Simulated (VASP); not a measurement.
# Li2SeF (R-3m) in VASP: single point with PBE

Aim: the single point of Li2SeF with PBE.

All numbers are computed with VASP 6.6.1; they aren't measurements. Logs are shortened: lines on timing, memory, paths and dates and some standing lists are left out, and cuts for length are marked.

### 1 The cell of the first run

The structure is trigonal, space group R-3m (No. 166). Conventional cell: a = 3.133 Å, b = 3.133 Å, c = 18.463 Å, α = 90.00°, β = 90.00°, γ = 120.00°. Li (site symmetry 3m) has 3 F at 2.14 Å and 3 Se at 2.65 Å and 3 Li at 2.90 Å within 3.0 Å. Within 3.6 Å of Se (site symmetry -3m) lie 6 Li at 2.65 Å and 6 Se at 3.13 Å and 6 F at 3.57 Å. F (site symmetry -3m) has 6 Li at 2.14 Å within 2.8 Å.

### 2 Single point, PBE

Contents of INCAR:

```
PREC = Accurate ; ENCUT = 520
EDIFF = 1E-6 ; ISMEAR = 0
SIGMA = 0.1 ; LREAL = False
LASPH = True ; NELM = 60
ALGO = Normal ; ISIF = 2
LWAVE = False ; LCHARG = False
GGA = PE ; NBANDS = 18
```

Contents of KPOINTS:

```
Automatic mesh
0
Gamma
  18 18 18
```

Contents of POSCAR:

```
Li2SeF
1.0
    1.5664673516      0.9044003471      6.1544779281
   -1.5664673516      0.9044003471      6.1544779281
    0.0000000000     -1.8088006942      6.1544779281
Li Se F
2 1 1
Direct
    0.2718943496      0.2718943496      0.2718943496
    0.7281056504      0.7281056504      0.7281056504
    0.5000000000      0.5000000000      0.5000000000
    0.0000000000      0.0000000000      0.0000000000
```

Potentials or basis: VASP PAW PBE potentials, release 64 (Li_sv, Se, F).

Started as:

```
cat potpaw_PBE.64/Li_sv/POTCAR potpaw_PBE.64/Se/POTCAR potpaw_PBE.64/F/POTCAR > POTCAR
mpirun -np 1 vasp_std > vasp.out
```

OUTCAR:

```text
PREC = Accurate
   ENCUT = 520
   EDIFF = 1E-6
   ISMEAR = 0
   LREAL = False
   LASPH = True
   NELM = 60
   ISIF = 2
   GGA = PE

 ion  position               nearest neighbor table
   1  0.272  0.272  0.272-   4 2.14   4 2.14   4 2.14   3 2.65   3 2.65   3 2.65
   2  0.728  0.728  0.728-   4 2.14   4 2.14   4 2.14   3 2.65   3 2.65   3 2.65
   3  0.500  0.500  0.500-   1 2.65   2 2.65   1 2.65   1 2.65   2 2.65   2 2.65
   4  0.000  0.000  0.000-   2 2.14   1 2.14   2 2.14   2 2.14   1 2.14   1 2.14

  LATTYP: Found a trigonal (rhomboedric) cell.
 ALAT       =     6.4147765759
 COS(alpha) =     0.8807359312

  Lattice vectors:

 A1 = (   1.5664673516,   0.9044003471,   6.1544779281)
 A2 = (  -1.5664673516,   0.9044003471,   6.1544779281)
 A3 = (   0.0000000000,  -1.8088006942,   6.1544779281)

Analysis of symmetry for initial positions (statically):
=====================================================================
 Subroutine PRICEL returns:
 Original cell was already a primitive cell.

 Routine SETGRP: Setting up the symmetry group for a
 trigonal (rhombohedral) supercell.

 Subroutine GETGRP returns: Found 12 space group operations
 (whereof 12 operations were pure point group operations)
 out of a pool of 12 trial point group operations.

The static configuration has the point symmetry D_3d.

Analysis of symmetry for dynamics (positions and initial velocities):
=====================================================================
 Subroutine PRICEL returns:
 Original cell was already a primitive cell.

 Routine SETGRP: Setting up the symmetry group for a
 trigonal (rhombohedral) supercell.

 Subroutine GETGRP returns: Found 12 space group operations
 (whereof 12 operations were pure point group operations)
 out of a pool of 12 trial point group operations.

The dynamic configuration has the point symmetry D_3d.

 Subroutine INISYM returns: Found 12 space group operations
 (whereof 12 operations are pure point group operations),
 and found     1 'primitive' translations

----------------------------------------------------------------------------------------

                                     Primitive cell

  volume of cell :      52.3148

  direct lattice vectors                    reciprocal lattice vectors
     1.566467352  0.904400347  6.154477928     0.319189544  0.184284169  0.054161106
    -1.566467352  0.904400347  6.154477928    -0.319189544  0.184284169  0.054161106
     0.000000000 -1.808800694  6.154477928     0.000000000 -0.368568339  0.054161106

  length of vectors
     6.414776576  6.414776576  6.414776576     0.372526570  0.372526570  0.372526570

  position of ions in fractional coordinates (direct lattice)
     0.271894350  0.271894350  0.271894350
     0.728105650  0.728105650  0.728105650
     0.500000000  0.500000000  0.500000000
     0.000000000  0.000000000  0.000000000

  ion indices of the primitive-cell ions
   primitive index   ion index
                 1           1
                 2           2
                 3           3
                 4           4

----------------------------------------------------------------------------------------

 KPOINTS: Automatic mesh

Automatic generation of k-mesh.
 Grid dimensions read from file:
 generate k-points for:   18   18   18

 Generating k-lattice:

  Cartesian coordinates                     Fractional coordinates (reciprocal lattice)
     0.017732752  0.010238009  0.003008950     0.055555556 -0.000000000  0.000000000
    -0.017732752  0.010238009  0.003008950    -0.000000000  0.055555556  0.000000000
     0.000000000 -0.020476019  0.003008950     0.000000000  0.000000000  0.055555556

  Length of vectors
     0.020695921  0.020695921  0.020695921

  Shift w.r.t. Gamma in fractional coordinates (k-lattice)
     0.000000000  0.000000000  0.000000000

 Subroutine IBZKPT returns following result:
 ===========================================

 Found    580 irreducible k-points:

 Following reciprocal coordinates:
            Coordinates               Weight
  0.000000  0.000000  0.000000      1.000000
  0.055556 -0.000000  0.000000      6.000000
  0.111111 -0.000000  0.000000      6.000000
  0.166667 -0.000000 -0.000000      6.000000
  0.222222 -0.000000 -0.000000      6.000000
  0.277778 -0.000000 -0.000000      6.000000
[... 16 lines left out ...]
 -0.277778  0.055556  0.000000     12.000000
 -0.222222  0.055556  0.000000     12.000000
 [... further k-points ...]
   k-points           NKPTS =    580   k-points in BZ     NKDIM =    580   number of bands    NBANDS=     18
   number of dos      NEDOS =    301   number of ions     NIONS =      4
   total plane-waves  NPLWV = 110592
   dimension x,y,z NGX =    48 NGY =   48 NGZ =   48
   dimension x,y,z NGXF=    96 NGYF=   96 NGZF=   96
   ions per type =               2   1   1
   NGX,Y,Z   is equivalent  to a cutoff of  12.44, 12.44, 12.44 a.u.
   NGXF,Y,Z  is equivalent  to a cutoff of  24.88, 24.88, 24.88 a.u.
 SYSTEM =  unknown system
   PREC   = accura    normal or accurate (medium, high low for compatibility)
   ISTART =      0    job   : 0-new  1-cont  2-samecut
   ICHARG =      2    charge: 1-file 2-atom 10-const
   ISPIN  =      1    spin polarized calculation?
   LNONCOLLINEAR =      F non collinear calculations
   LSORBIT =      F    spin-orbit coupling
   LASPH  =      T    aspherical Exc in radial PAW
   ENCUT  =  520.0 eV  38.22 Ry    6.18 a.u.  11.93 11.93 11.93*2*pi/ulx,y,z
   NELM   =     60;   NELMIN=  2; NELMDL= -5     # of ELM steps
   EDIFF  = 0.1E-05   stopping-criterion for ELM
   LREAL  =      F    real-space projection
[... 7 lines left out ...]
   TEBEG  =    0.0;   TEEND  =   0.0 temperature during run
   PSTRESS=    0.0 pullay stress
   NELECT =      19.0000    total number of electrons
   NUPDOWN=      -1.0000    fix difference up-down
   EMIN   =  10.00;   EMAX   =-10.00  energy-range for DOS
   EFERMI =   0.00;   METHOD = LEGACY
   ISMEAR =     0;   SIGMA  =   0.10  broadening in eV -4-tet -1-fermi 0-gaus
   EFERMI_NEDOS =   21; number of points for ismear=-14 and -15
   IALGO  =     38    algorithm
   IMIX   =      4    mixing-type and parameters
     AMIX     =   0.40;   BMIX     =  1.00
     AMIX_MAG =   1.60;   BMIX_MAG =  1.00
  volume/ion in A,a.u.               =      13.08        88.26
  Fermi-wavevector in a.u.,A,eV,Ry     =   1.168022  2.207242 18.562108  1.364276
  Thomas-Fermi vector in A             =   2.304515
   LORBIT       =      0    0 simple, 1 ext, 2 COOP (PROOUT), +10 PAW based schemes
   GGA     = PE    functional components
   LHFCALC =     F    Hartree Fock is set to
   AEXX    =    0.0000 exact exchange contribution
   IVDW    =     0    specifies the selected vdW correction
   LEPSILON=     F    determine dielectric tensor
   LRPA    =     F    only Hartree local field effects (RPA)
 non-spin polarized calculation
 Gauss-broadening in eV      SIGMA  =   0.10
  energy-cutoff  :      520.00
  volume of cell :       52.31
 maximum number of plane-waves:      1429
   NGX = 23   NGY = 23   NGZ = 23

 number of electron      19.0000006 magnetization

 Free energy of the ion-electron system (eV)
  ---------------------------------------------------
  ext. energy  EPLUGINS =         0.00000000
  ---------------------------------------------------
  free energy    TOTEN  =       -16.25885928 eV

  energy without entropy =      -16.25307144  energy(sigma->0) =      -16.25596536

 E-fermi :   3.9362     XC(G=0):  -9.3960

 val. band max:        3.8801935577   @ k =  -0.1667   0.1667   0.0556
 cond. band min:       3.9693008718   @ k =   0.5000  -0.0000  -0.0000
 fundamental gap:      0.0891073141
 Fermi energy:         3.9362111903

 k-point     1 :       0.0000    0.0000    0.0000
  band No.  band energies     occupation
      1     -42.6146      2.00000
      2     -42.5946      2.00000
      3     -20.8281      2.00000
      4     -10.4179      2.00000
      5      -2.8781      2.00000
      6      -1.7822      2.00000
[... 10 lines left out ...]
     17      16.6284      0.00000
     18      16.6284      0.00000

 k-point     2 :       0.0556   -0.0000    0.0000
  band No.  band energies     occupation
      1     -42.6141      2.00000
      2     -42.5944      2.00000
      3     -20.8232      2.00000
      4     -10.3716      2.00000
      5      -2.8624      2.00000
      6      -1.8366      2.00000
[... 10 lines left out ...]
     17      15.9807      0.00000
     18      16.4972      0.00000

 k-point     3 :       0.1111   -0.0000    0.0000
  band No.  band energies     occupation
      1     -42.6127      2.00000
      2     -42.5939      2.00000
      3     -20.8091      2.00000
      4     -10.2344      2.00000
      5      -2.8168      2.00000
      6      -1.9886      2.00000
[... 10 lines left out ...]
     17      15.0930      0.00000
     18      16.2729      0.00000

 k-point     4 :       0.1667   -0.0000   -0.0000
  band No.  band energies     occupation
      1     -42.6105      2.00000
      2     -42.5931      2.00000
      3     -20.7873      2.00000
      4     -10.0111      2.00000
      5      -2.7475      2.00000
      6      -2.2091      2.00000
[... 375 lines left out ...]
      4      -8.7496      2.00000
      5      -3.0612      2.00000
      6      -2.4191      2.00000
[... 10 lines left out ...]
     17      15.1349      0.00000
     18      16.0382      0.00000

 k-point    23 :      -0.2778    0.0556    0.0000
  band No.  band energies     occupation
      1     -42.6030      2.00000
      2     -42.5910      2.00000
      3     -20.7159      2.00000
      4      -9.1320      2.00000
      5      -2.8684      2.00000
      6      -2.5009      2.00000
[... 10 lines left out ...]
     17      15.4225      0.00000
     18      16.1219      0.00000

 k-point    24 :      -0.2222    0.0556    0.0000
  band No.  band energies     occupation
      1     -42.6060      2.00000
      2     -42.5917      2.00000
      3     -20.7438      2.00000
      4      -9.5073      2.00000
      5      -2.6775      2.00000
      6      -2.5475      2.00000
[... 10 lines left out ...]
     17      15.7257      0.00000
     18      16.0952      0.00000

 [... further k-points ...]

------------------------ aborting loop because EDIFF is reached ----------------------------------------

  FORCE on cell =-STRESS in cart. coord.  units (eV):
  Direction    XX          YY          ZZ          XY          YZ          ZX
  --------------------------------------------------------------------------------------
  -------------------------------------------------------------------------------------
  Total       -0.0604763     -0.0604763     -0.0562161      0.0000000      0.0000000      0.0000000
  in kB       -1.8521288     -1.8521288     -1.7216576      0.0000000      0.0000000      0.0000000
  external PRESSURE =      -1.8086384 kB  Pullay stress =       0.0000000 kB

 VOLUME and BASIS-vectors are now :
 -----------------------------------------------------------------------------
  energy-cutoff  :      520.00
  volume of cell :       52.31
      direct lattice vectors                 reciprocal lattice vectors
     1.566467352  0.904400347  6.154477928     0.319189544  0.184284169  0.054161106
    -1.566467352  0.904400347  6.154477928    -0.319189544  0.184284169  0.054161106
     0.000000000 -1.808800694  6.154477928     0.000000000 -0.368568339  0.054161106

 POSITION                                       TOTAL-FORCE (eV/Angst)
 -----------------------------------------------------------------------------------
      0.00000      0.00000      5.02010        -0.000000      0.000000      0.002851
      0.00000      0.00000     13.44333        -0.000000      0.000000     -0.002851
      0.00000      0.00000      9.23172        -0.000000     -0.000000     -0.000000
      0.00000      0.00000      0.00000         0.000000     -0.000000      0.000000
 -----------------------------------------------------------------------------------
    total drift:                                0.000000      0.000000      0.000000

  FREE ENERGIE OF THE ION-ELECTRON SYSTEM (eV)
  ---------------------------------------------------
  free  energy   TOTEN  =       -16.2588592772 eV

  energy  without entropy=      -16.2530714364  energy(sigma->0) =      -16.25596536
```

Run time: 46 min. Hardware: 1 thread of Oxide Virtual Turin-like, shared host; peak memory 0.69 GiB.

What came out:

| Quantity | Value |
| --- | --- |
| Free energy | -16.2589 eV |
| Band gap on the k mesh | zero (an odd number of electrons rules out a gap without spin polarisation) |

Forces in eV/Å, atoms in the order of the input:
```
Li   0.000  0.000  0.003
Li   0.000  0.000 -0.003
Se   0.000  0.000  0.000
F    0.000  0.000  0.000
```

Levels at points of the mesh, in eV from the Fermi level:
```csv
k point,band 5,band 6,band 7,band 8,band 9,band 10,band 11,band 12,band 13,band 14
"(0.00, 0.00, 0.00)",-6.81,-5.72,-5.72,-3.84,1.97,2.03,2.03,6.88,9.35,9.82
"(0.50, 0.00, 0.00)",-7.22,-6.23,-6.07,-5.52,-2.57,0.03,4.17,5.78,6.20,6.43
"(0.50, 0.50, 0.00)",-7.30,-6.48,-6.08,-5.24,-2.19,0.06,3.21,4.85,6.49,7.74
"(0.50, 0.50, 0.50)",-6.36,-5.72,-5.72,-4.59,2.02,2.02,3.25,5.08,8.77,10.71
```

Caveat: the cutoff is under 1.25 times the usual one of these potentials, so pressure, stress and relaxed cells hold a basis-set (Pulay) error; an odd number of electrons without spin polarisation forces a metal; a magnetic or distorted state may lie lower.

The gap in the log of VASP goes by the Fermi energy; the results here count the filled bands.